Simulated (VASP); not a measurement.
# Cu (Immm) in VASP: notebook, part 2 of 2

VASP 6.6.1. The steps go on from the part before.

### Step 3. Single point, r2SCAN (uniaxial strain along a: -4.0 %, then relaxed in part)

POSCAR

```
Cu
1.0
    1.7167978709      1.7167978709      0.0000000000
   -1.7818560398      1.7818560398      0.0000000000
    0.0000000000      0.0000000000      3.6838878540
Cu
2
Direct
    0.0000000000      0.0000000000      0.0000000000
    0.5000000000      0.5000000000      0.5000000000
```

INCAR.step1

```
PREC = Accurate
ENCUT = 520
ISMEAR = 0
SIGMA = 0.1
LREAL = F
LASPH = T
NELM = 60
NBANDS = 18
GGA = PE
ALGO = Normal
EDIFF = 1E-4
LWAVE = T
LCHARG = F
```

INCAR.step2

```
PREC = Accurate
ENCUT = 520
EDIFF = 1E-6
ISMEAR = 0
SIGMA = 0.1
LREAL = F
LASPH = T
NELM = 60
ALGO = Normal
ISIF = 2
LWAVE = F
LCHARG = T
METAGGA = R2SCAN
LMIXTAU = T
LELF = T
LVHAR = T
NBANDS = 18
ISTART = 1
```

KPOINTS

```
Automatic mesh
0
Gamma
  20 20 14
```

Potentials or basis: VASP PAW PBE potentials, release 64 (Cu).

On the command line:

```bash
cat potpaw_PBE.64/Cu/POTCAR > POTCAR
cp INCAR.step1 INCAR
mpirun -np 1 vasp_std > vasp.out
cp INCAR.step2 INCAR
mpirun -np 1 vasp_std > vasp.out
```

OUTCAR:

```text
PREC = Accurate
   ENCUT = 520
   EDIFF = 1E-6
   ISMEAR = 0
   LREAL = F
   LASPH = T
   NELM = 60
   ISIF = 2
   METAGGA = R2SCAN
   ISTART = 1

 ion  position               nearest neighbor table
   1  0.000  0.000  0.000-   2 2.54   2 2.54   2 2.54   2 2.54   2 2.54   2 2.54   2 2.54   2 2.54

   2  0.500  0.500  0.500-   1 2.54   1 2.54   1 2.54   1 2.54   1 2.54   1 2.54   1 2.54   1 2.54

  LATTYP: Found a simple orthorhombic cell.
 ALAT       =     2.4279188329
 B/A-ratio  =     1.0378950662
 C/A-ratio  =     1.5173027220

  Lattice vectors:

 A1 = (   1.7167978709,   1.7167978709,   0.0000000000)
 A2 = (  -1.7818560398,   1.7818560398,   0.0000000000)
 A3 = (   0.0000000000,   0.0000000000,   3.6838878540)

Analysis of symmetry for initial positions (statically):
=====================================================================
 Subroutine PRICEL returns following result:

  LATTYP: Found a body centered orthorhombic cell.
 ALAT       =     2.4279188329
 B/A-ratio  =     1.0378950662
 C/A-ratio  =     1.5173027220

  Lattice vectors:

 A1 = (   0.0325290844,  -1.7493269554,  -1.8419439270)
 A2 = (  -0.0325290844,   1.7493269554,  -1.8419439270)
 A3 = (   1.7493269554,  -0.0325290844,   1.8419439270)

   2 primitive cells build up your supercell.

 Routine SETGRP: Setting up the symmetry group for a
 simple orthorhombic supercell.

 Subroutine GETGRP returns: Found  8 space group operations
 (whereof  8 operations were pure point group operations)
 out of a pool of  8 trial point group operations.

The static configuration has the point symmetry D_2h.

Analysis of symmetry for dynamics (positions and initial velocities):
=====================================================================
 Subroutine PRICEL returns following result:

  LATTYP: Found a body centered orthorhombic cell.
 ALAT       =     2.4279188329
 B/A-ratio  =     1.0378950662
 C/A-ratio  =     1.5173027220
[... 124 lines left out ...]
   PSTRESS=    0.0 pullay stress
   NELECT =      22.0000    total number of electrons
   NUPDOWN=      -1.0000    fix difference up-down
   EMIN   =  10.00;   EMAX   =-10.00  energy-range for DOS
   EFERMI =   0.00;   METHOD = LEGACY
   ISMEAR =     0;   SIGMA  =   0.10  broadening in eV -4-tet -1-fermi 0-gaus
   EFERMI_NEDOS =   21; number of points for ismear=-14 and -15
   IALGO  =     38    algorithm
   IMIX   =      4    mixing-type and parameters
     AMIX     =   0.40;   BMIX     =  1.00
     AMIX_MAG =   1.60;   BMIX_MAG =  1.00
  volume/ion in A,a.u.               =      11.27        76.05
  Fermi-wavevector in a.u.,A,eV,Ry     =   1.623951  3.068823 35.881527  2.637218
  Thomas-Fermi vector in A             =   2.717318
   LORBIT       =      0    0 simple, 1 ext, 2 COOP (PROOUT), +10 PAW based schemes
   METAGGA = R2SCAN    functional components
   LHFCALC =     F    Hartree Fock is set to
   AEXX    =    0.0000 exact exchange contribution
   IVDW    =     0    specifies the selected vdW correction
   LEPSILON=     F    determine dielectric tensor
   LRPA    =     F    only Hartree local field effects (RPA)
 non-spin polarized calculation
 Gauss-broadening in eV      SIGMA  =   0.10
  energy-cutoff  :      520.00
  volume of cell :       22.54
 maximum number of plane-waves:       626
   NGX =  9   NGY =  9   NGZ = 13

 number of electron      22.0000007 magnetization

 Free energy of the ion-electron system (eV)
  ---------------------------------------------------
  ext. energy  EPLUGINS =         0.00000000
  ---------------------------------------------------
  free energy    TOTEN  =       -21.62857619 eV

  energy without entropy =      -21.62499021  energy(sigma->0) =      -21.62678320

 E-fermi :   8.0085     XC(G=0): -14.0619

 val. band max:        8.0084188395   @ k =   0.1000   0.4500   0.4286
 cond. band min:       8.0092350969   @ k =   0.4500   0.1500   0.4286
 fundamental gap:      0.0008162574
 Fermi energy:         8.0084795199

 k-point     1 :       0.0000    0.0000    0.0000
  band No.  band energies     occupation
      1      -2.0550      2.00000
      2       2.5890      2.00000
      3       3.1582      2.00000
      4       4.4943      2.00000
      5       4.6930      2.00000
      6       4.9030      2.00000
[... 481 lines left out ...]
      5       4.6239      2.00000
      6       4.9374      2.00000
[... 10 lines left out ...]
     17      29.9944      0.00000
     18      31.5836      0.00000

 [... further k-points ...]
[... 5 lines left out ...]
  --------------------------------------------------------------------------------------
  -------------------------------------------------------------------------------------
  Total        0.6736553      0.6736553      0.1168561      0.6055667      0.0000000      0.0000000
  in kB       47.8872766     47.8872766      8.3068029     43.0471521      0.0000000      0.0000000
  external PRESSURE =      34.6937854 kB  Pullay stress =       0.0000000 kB

 VOLUME and BASIS-vectors are now :
 -----------------------------------------------------------------------------
  energy-cutoff  :      520.00
  volume of cell :       22.54
      direct lattice vectors                 reciprocal lattice vectors
     1.716797871  1.716797871  0.000000000     0.291239877  0.291239877  0.000000000
    -1.781856040  1.781856040  0.000000000    -0.280606283  0.280606283  0.000000000
     0.000000000  0.000000000  3.683887854     0.000000000  0.000000000  0.271452346

 POSITION                                       TOTAL-FORCE (eV/Angst)
 -----------------------------------------------------------------------------------
      0.00000      0.00000      0.00000        -0.000000      0.000000     -0.000000
     -0.03253      1.74933      1.84194         0.000000     -0.000000      0.000000
 -----------------------------------------------------------------------------------
    total drift:                                0.000000     -0.000000     -0.000000

  FREE ENERGIE OF THE ION-ELECTRON SYSTEM (eV)
  ---------------------------------------------------
  free  energy   TOTEN  =       -21.6285761894 eV

  energy  without entropy=      -21.6249902132  energy(sigma->0) =      -21.62678320
```

OSZICAR.step1:

```text
N       E                     dE             d eps       ncg     rms          rms(c)
DAV:   1     0.122447210110E+03    0.12245E+03   -0.10701E+04 38314   0.222E+03
DAV:   2    -0.275787018807E+01   -0.12521E+03   -0.11881E+03 34932   0.290E+02
DAV:   3    -0.915925104416E+01   -0.64014E+01   -0.61546E+01 38796   0.882E+01
DAV:   4    -0.923070146651E+01   -0.71450E-01   -0.71396E-01 40332   0.995E+00
DAV:   5    -0.923164899979E+01   -0.94753E-03   -0.94749E-03 42112   0.994E-01    0.109E+01
DAV:   6    -0.805380062705E+01    0.11778E+01   -0.10699E+01 37376   0.951E+01    0.512E+00
DAV:   7    -0.741794813226E+01    0.63585E+00   -0.20172E+00 37800   0.383E+01    0.848E-01
DAV:   8    -0.739410152584E+01    0.23847E-01   -0.13231E-02 40092   0.136E+00    0.440E-01
DAV:   9    -0.739057331644E+01    0.35282E-02   -0.46647E-03 40770   0.198E+00    0.163E-02
DAV:  10    -0.739060811561E+01   -0.34799E-04   -0.18001E-04 33842   0.136E-01
   1 F= -.73906081E+01 E0= -.73887415E+01  d E =-.373327E-02
```

It took 24 min on 1 thread of Oxide Virtual Turin-like, shared host; peak memory 0.37 GiB.

What came out:

* Free energy: -21.6286 eV
* Pressure: 3.5 GPa
* Band gap on the k mesh: zero (band 11 reaches 14.58 eV, above the bottom of band 12 at 5.95 eV)

Stress tensor (GPa, compression positive):
```
4.79 4.30 0.00
4.30 4.79 0.00
0.00 0.00 0.83
```

Levels at points of the mesh, in eV from the Fermi level:
```tsv
k point	band 7	band 8	band 9	band 10	band 11	band 12	band 13	band 14	band 15	band 16
(0.00, 0.00, 0.00)	-2.57	-2.30	-1.82	-1.66	-1.65	0.76	6.83	14.06	16.02	19.15
(0.50, 0.00, 0.00)	-2.87	-2.87	-2.39	-2.39	0.02	0.02	10.15	10.15	11.35	11.35
(0.00, 0.50, 0.00)	-2.65	-2.65	-2.32	-2.32	-0.36	-0.36	9.65	9.65	10.92	10.92
(0.50, 0.50, 0.00)	-1.73	-1.73	-1.53	-1.53	1.96	1.96	8.24	8.24	13.70	13.70
(0.00, 0.00, 0.50)	-2.58	-2.58	-2.46	-2.46	-2.06	-2.06	18.03	18.03	18.10	18.10
(0.50, 0.00, 0.50)	-1.88	-1.88	-1.70	-1.70	-1.00	-1.00	4.50	4.50	21.64	21.64
(0.00, 0.50, 0.50)	-1.83	-1.83	-1.80	-1.80	-1.39	-1.39	3.94	3.94	21.31	21.31
(0.50, 0.50, 0.50)	-2.49	-2.49	-1.54	-1.54	6.57	6.57	6.85	6.85	9.12	9.12
```

Caveat: the cell differs from its parent crystal (uniaxial strain along a: -4.0 %, then relaxed in part); the PAW data sets were made with another functional, which shifts forces and pressure a little.
